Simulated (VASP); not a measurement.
# CaNb3 (Pm-3m) in VASP: single point with PBE

Aim: the single point of CaNb3 with PBE.

Program: VASP 6.6.1. These are calculated values, not measurements. Logs are shortened: lines on timing, memory, paths and dates and some standing lists are left out, and cuts for length are marked.

### Step 1. The cell of the first run

Symmetry: Pm-3m, No. 221, cubic system. Conventional cell: a = 4.352 Å, b = 4.352 Å, c = 4.352 Å, α = 90.00°, β = 90.00°, γ = 90.00°. Ca (site symmetry m-3m) has 12 Nb at 3.08 Å within 4.1 Å. Within 4.1 Å of Nb (site symmetry 4/mmm) lie 4 Ca at 3.08 Å and 8 Nb at 3.08 Å.

### Step 2. Single point, PBE

Contents of INCAR:

```
SYSTEM = CaNb3
PREC = Accurate ; ENCUT = 520
EDIFF = 1E-6 ; ISMEAR = 0
SIGMA = 0.1 ; LREAL = .False.
LASPH = .True. ; NELM = 60
ALGO = Fast ; ISIF = 2
LWAVE = .False. ; LCHARG = .True.
GGA = PE ; LELF = .True.
LVHAR = .True. ; NBANDS = 32
```

Contents of KPOINTS:

```
Automatic mesh
0
Gamma
  10 10 10
  0 0 0
```

Contents of POSCAR:

```
CaNb3
1.0
    4.3517160699      0.0000000000      0.0000000000
    0.0000000000      4.3517160699      0.0000000000
    0.0000000000      0.0000000000      4.3517160699
Ca Nb
1 3
Direct
    0.0000000000      0.0000000000      0.0000000000
    0.0000000000      0.5000000000      0.5000000000
    0.5000000000      0.0000000000      0.5000000000
    0.5000000000      0.5000000000      0.0000000000
```

Potentials or basis: VASP PAW PBE potentials, release 64 (Ca_sv, Nb_sv).

Command:

```
cat potpaw_PBE.64/Ca_sv/POTCAR potpaw_PBE.64/Nb_sv/POTCAR > POTCAR
mpirun -np 1 vasp_std > vasp.out
```

OUTCAR:

```text
SYSTEM = CaNb3
   PREC = Accurate
   ENCUT = 520
   EDIFF = 1E-6
   ISMEAR = 0
   LREAL = .False.
   LASPH = .True.
   NELM = 60
   ISIF = 2
   GGA = PE

 ion  position               nearest neighbor table
   1  0.000  0.000  0.000-   2 3.08   3 3.08   4 3.08   2 3.08   3 3.08   2 3.08   4 3.08   2 3.08
                             3 3.08   4 3.08   3 3.08   4 3.08
   2  0.000  0.500  0.500-   1 3.08   1 3.08   1 3.08   1 3.08
   3  0.500  0.000  0.500-   1 3.08   1 3.08   1 3.08   1 3.08
   4  0.500  0.500  0.000-   1 3.08   1 3.08   1 3.08   1 3.08

  LATTYP: Found a simple cubic cell.
 ALAT       =     4.3517160699

  Lattice vectors:

 A1 = (   4.3517160699,   0.0000000000,   0.0000000000)
 A2 = (   0.0000000000,   4.3517160699,   0.0000000000)
 A3 = (   0.0000000000,   0.0000000000,   4.3517160699)

Analysis of symmetry for initial positions (statically):
=====================================================================
 Subroutine PRICEL returns:
 Original cell was already a primitive cell.

 Routine SETGRP: Setting up the symmetry group for a
 simple cubic supercell.

 Subroutine GETGRP returns: Found 48 space group operations
 (whereof 48 operations were pure point group operations)
 out of a pool of 48 trial point group operations.

The static configuration has the point symmetry O_h .

Analysis of symmetry for dynamics (positions and initial velocities):
=====================================================================
 Subroutine PRICEL returns:
 Original cell was already a primitive cell.

 Routine SETGRP: Setting up the symmetry group for a
 simple cubic supercell.

 Subroutine GETGRP returns: Found 48 space group operations
 (whereof 48 operations were pure point group operations)
 out of a pool of 48 trial point group operations.

The dynamic configuration has the point symmetry O_h .

 Subroutine INISYM returns: Found 48 space group operations
 (whereof 48 operations are pure point group operations),
 and found     1 'primitive' translations

----------------------------------------------------------------------------------------

                                     Primitive cell

  volume of cell :      82.4103

  direct lattice vectors                    reciprocal lattice vectors
     4.351716070  0.000000000  0.000000000     0.229794404  0.000000000  0.000000000
     0.000000000  4.351716070  0.000000000     0.000000000  0.229794404  0.000000000
     0.000000000  0.000000000  4.351716070     0.000000000  0.000000000  0.229794404

  length of vectors
     4.351716070  4.351716070  4.351716070     0.229794404  0.229794404  0.229794404

  position of ions in fractional coordinates (direct lattice)
     0.000000000  0.000000000  0.000000000
     0.000000000  0.500000000  0.500000000
     0.500000000  0.000000000  0.500000000
     0.500000000  0.500000000  0.000000000

  ion indices of the primitive-cell ions
   primitive index   ion index
                 1           1
                 2           2
                 3           3
                 4           4

----------------------------------------------------------------------------------------

 KPOINTS: Automatic mesh

Automatic generation of k-mesh.
 Grid dimensions read from file:
 generate k-points for:   10   10   10

 Generating k-lattice:

  Cartesian coordinates                     Fractional coordinates (reciprocal lattice)
     0.022979440  0.000000000  0.000000000     0.100000000  0.000000000  0.000000000
     0.000000000  0.022979440  0.000000000     0.000000000  0.100000000  0.000000000
     0.000000000  0.000000000  0.022979440     0.000000000  0.000000000  0.100000000

  Length of vectors
     0.022979440  0.022979440  0.022979440

  Shift w.r.t. Gamma in fractional coordinates (k-lattice)
     0.000000000  0.000000000  0.000000000

 Subroutine IBZKPT returns following result:
 ===========================================

 Found     56 irreducible k-points:

 Following reciprocal coordinates:
            Coordinates               Weight
  0.000000  0.000000  0.000000      1.000000
  0.100000  0.000000  0.000000      6.000000
  0.200000  0.000000  0.000000      6.000000
  0.300000  0.000000  0.000000      6.000000
  0.400000  0.000000  0.000000      6.000000
  0.500000  0.000000  0.000000      3.000000
[... 16 lines left out ...]
  0.200000  0.100000  0.100000     24.000000
  0.300000  0.100000  0.100000     24.000000
 [... further k-points ...]
   k-points           NKPTS =     56   k-points in BZ     NKDIM =     56   number of bands    NBANDS=     32
   number of dos      NEDOS =    301   number of ions     NIONS =      4
   total plane-waves  NPLWV =  32768
   dimension x,y,z NGX =    32 NGY =   32 NGZ =   32
   dimension x,y,z NGXF=    64 NGYF=   64 NGZF=   64
   ions per type =               1   3
   NGX,Y,Z   is equivalent  to a cutoff of  12.22, 12.22, 12.22 a.u.
   NGXF,Y,Z  is equivalent  to a cutoff of  24.45, 24.45, 24.45 a.u.
 SYSTEM =  CaNb3
   PREC   = accura    normal or accurate (medium, high low for compatibility)
   ISTART =      0    job   : 0-new  1-cont  2-samecut
   ICHARG =      2    charge: 1-file 2-atom 10-const
   ISPIN  =      1    spin polarized calculation?
   LNONCOLLINEAR =      F non collinear calculations
   LSORBIT =      F    spin-orbit coupling
   LASPH  =      T    aspherical Exc in radial PAW
   ENCUT  =  520.0 eV  38.22 Ry    6.18 a.u.   8.09  8.09  8.09*2*pi/ulx,y,z
   NELM   =     60;   NELMIN=  2; NELMDL= -5     # of ELM steps
   EDIFF  = 0.1E-05   stopping-criterion for ELM
   LREAL  =      F    real-space projection
   EDIFFG = 0.1E-04   stopping-criterion for IOM
   NSW    =      0    number of steps for IOM
   IBRION =     -1    ionic relax: 0-MD 1-quasi-New 2-CG
   NFREE  =      0    steps in history (QN), initial steepest desc. (CG)
   ISIF   =      2    stress and relaxation
   ISYM   =      2    0-nonsym 1-usesym 2-fastsym
   POTIM  = 0.5000    time-step for ionic-motion
   TEBEG  =    0.0;   TEEND  =   0.0 temperature during run
   PSTRESS=    0.0 pullay stress
   NELECT =      49.0000    total number of electrons
   NUPDOWN=      -1.0000    fix difference up-down
   EMIN   =  10.00;   EMAX   =-10.00  energy-range for DOS
   EFERMI =   0.00;   METHOD = LEGACY
   ISMEAR =     0;   SIGMA  =   0.10  broadening in eV -4-tet -1-fermi 0-gaus
   EFERMI_NEDOS =   21; number of points for ismear=-14 and -15
   IALGO  =     68    algorithm
   IMIX   =      4    mixing-type and parameters
     AMIX     =   0.40;   BMIX     =  1.00
     AMIX_MAG =   1.60;   BMIX_MAG =  1.00
  volume/ion in A,a.u.               =      20.60       139.03
  Fermi-wavevector in a.u.,A,eV,Ry     =   1.376617  2.601428 25.784034  1.895073
  Thomas-Fermi vector in A             =   2.501845
   LORBIT       =      0    0 simple, 1 ext, 2 COOP (PROOUT), +10 PAW based schemes
   GGA     = PE    functional components
   LHFCALC =     F    Hartree Fock is set to
   AEXX    =    0.0000 exact exchange contribution
   IVDW    =     0    specifies the selected vdW correction
   LEPSILON=     F    determine dielectric tensor
   LRPA    =     F    only Hartree local field effects (RPA)
 non-spin polarized calculation
 RMM-DIIS sequential band-by-band and
 Gauss-broadening in eV      SIGMA  =   0.10
  energy-cutoff  :      520.00
  volume of cell :       82.41
 maximum number of plane-waves:      2272
   NGX = 17   NGY = 17   NGZ = 17

 number of electron      49.0000002 magnetization

 Free energy of the ion-electron system (eV)
  ---------------------------------------------------
  ext. energy  EPLUGINS =         0.00000000
  ---------------------------------------------------
  free energy    TOTEN  =       -29.56682972 eV

  energy without entropy =      -29.53686743  energy(sigma->0) =      -29.55184857

 E-fermi :   8.5286     XC(G=0): -11.4412

 val. band max:        8.5245051764   @ k =   0.4000   0.1000   0.0000
 cond. band min:       8.5353632647   @ k =   0.3000   0.1000   0.1000
 fundamental gap:      0.0108580884
 Fermi energy:         8.5285866163

 k-point     1 :       0.0000    0.0000    0.0000
  band No.  band energies     occupation
      1     -46.2476      2.00000
      2     -46.1156      2.00000
      3     -46.1156      2.00000
      4     -30.9281      2.00000
      5     -22.5353      2.00000
      6     -22.5353      2.00000
[... 24 lines left out ...]
     31      12.0049      0.00000
     32      12.6224      0.00000

 k-point     2 :       0.1000    0.0000    0.0000
  band No.  band energies     occupation
      1     -46.2447      2.00000
      2     -46.1185      2.00000
      3     -46.1156      2.00000
      4     -30.9283      2.00000
      5     -22.5269      2.00000
      6     -22.5269      2.00000
[... 24 lines left out ...]
     31      11.6833      0.00000
     32      12.4800      0.00000

 k-point     3 :       0.2000    0.0000    0.0000
  band No.  band energies     occupation
      1     -46.2365      2.00000
      2     -46.1267      2.00000
      3     -46.1155      2.00000
      4     -30.9288      2.00000
      5     -22.5031      2.00000
      6     -22.5031      2.00000
[... 24 lines left out ...]
     31      11.5038      0.00000
     32      12.0188      0.00000

 k-point     4 :       0.3000    0.0000    0.0000
  band No.  band energies     occupation
      1     -46.2242      2.00000
      2     -46.1389      2.00000
      3     -46.1154      2.00000
      4     -30.9295      2.00000
      5     -22.4689      2.00000
      6     -22.4689      2.00000
[... 24 lines left out ...]
     31      11.1988      0.00000
     32      13.6333      0.00000

 k-point     5 :       0.4000    0.0000    0.0000
  band No.  band energies     occupation
      1     -46.2107      2.00000
      2     -46.1524      2.00000
      3     -46.1153      2.00000
      4     -30.9300      2.00000
      5     -22.4348      2.00000
      6     -22.4348      2.00000
[... 584 lines left out ...]
     31       9.8175      0.00000
     32      10.7859      0.00000

 k-point    22 :       0.1000    0.1000    0.1000
  band No.  band energies     occupation
      1     -46.2392      2.00000
      2     -46.1198      2.00000
      3     -46.1198      2.00000
      4     -30.9286      2.00000
      5     -22.5381      2.00000
      6     -22.4906      2.00000
[... 24 lines left out ...]
     31      11.4986      0.00000
     32      12.0613      0.00000

 k-point    23 :       0.2000    0.1000    0.1000
  band No.  band energies     occupation
      1     -46.2313      2.00000
      2     -46.1276      2.00000
      3     -46.1197      2.00000
      4     -30.9290      2.00000
      5     -22.5303      2.00000
      6     -22.4685      2.00000
[... 24 lines left out ...]
     31      11.3303      0.00000
     32      11.6679      0.00000

 k-point    24 :       0.3000    0.1000    0.1000
  band No.  band energies     occupation
      1     -46.2195      2.00000
      2     -46.1394      2.00000
      3     -46.1196      2.00000
      4     -30.9295      2.00000
      5     -22.5045      2.00000
      6     -22.4354      2.00000
[... 24 lines left out ...]
     31      11.1281      0.00000
     32      11.3813      0.00000

 [... further k-points ...]
[... 5 lines left out ...]
  --------------------------------------------------------------------------------------
  -------------------------------------------------------------------------------------
  Total       -0.0431218     -0.0431218     -0.0431218      0.0000000      0.0000000     -0.0000000
  in kB       -0.8383506     -0.8383506     -0.8383506      0.0000000      0.0000000     -0.0000000
  external PRESSURE =      -0.8383506 kB  Pullay stress =       0.0000000 kB

 VOLUME and BASIS-vectors are now :
 -----------------------------------------------------------------------------
  energy-cutoff  :      520.00
  volume of cell :       82.41
      direct lattice vectors                 reciprocal lattice vectors
     4.351716070  0.000000000  0.000000000     0.229794404  0.000000000  0.000000000
     0.000000000  4.351716070  0.000000000     0.000000000  0.229794404  0.000000000
     0.000000000  0.000000000  4.351716070     0.000000000  0.000000000  0.229794404

 POSITION                                       TOTAL-FORCE (eV/Angst)
 -----------------------------------------------------------------------------------
      0.00000      0.00000      0.00000         0.000000      0.000000      0.000000
      0.00000      2.17586      2.17586         0.000000      0.000000      0.000000
      2.17586      0.00000      2.17586         0.000000      0.000000      0.000000
      2.17586      2.17586      0.00000         0.000000      0.000000      0.000000
 -----------------------------------------------------------------------------------
    total drift:                                0.000000     -0.000000     -0.000000

  FREE ENERGIE OF THE ION-ELECTRON SYSTEM (eV)
  ---------------------------------------------------
  free  energy   TOTEN  =       -29.5668297200 eV

  energy  without entropy=      -29.5368674294  energy(sigma->0) =      -29.55184857
```

It took 2.9 min on 1 thread of Intel Xeon Platinum 8488C (Sapphire Rapids), shared host; peak memory 0.26 GiB.

What came out:

```yaml
Free_energy: -29.5668 eV
Pressure: -0.1 GPa
```

Levels at points of the mesh, in eV from the Fermi level:
```tsv
k point	band 21	band 22	band 23	band 24	band 25	band 26	band 27	band 28
(0.00, 0.00, 0.00)	-2.39	-2.39	-2.39	0.90	0.90	0.90	2.94	2.94
(0.50, 0.00, 0.00)	-1.46	-0.83	-0.83	-0.36	-0.29	-0.29	0.66	1.09
(0.50, 0.50, 0.00)	-1.05	-0.76	-0.76	-0.76	-0.23	-0.23	0.11	0.97
(0.50, 0.50, 0.50)	-0.05	-0.05	-0.05	0.79	0.79	0.79	1.10	1.47
```
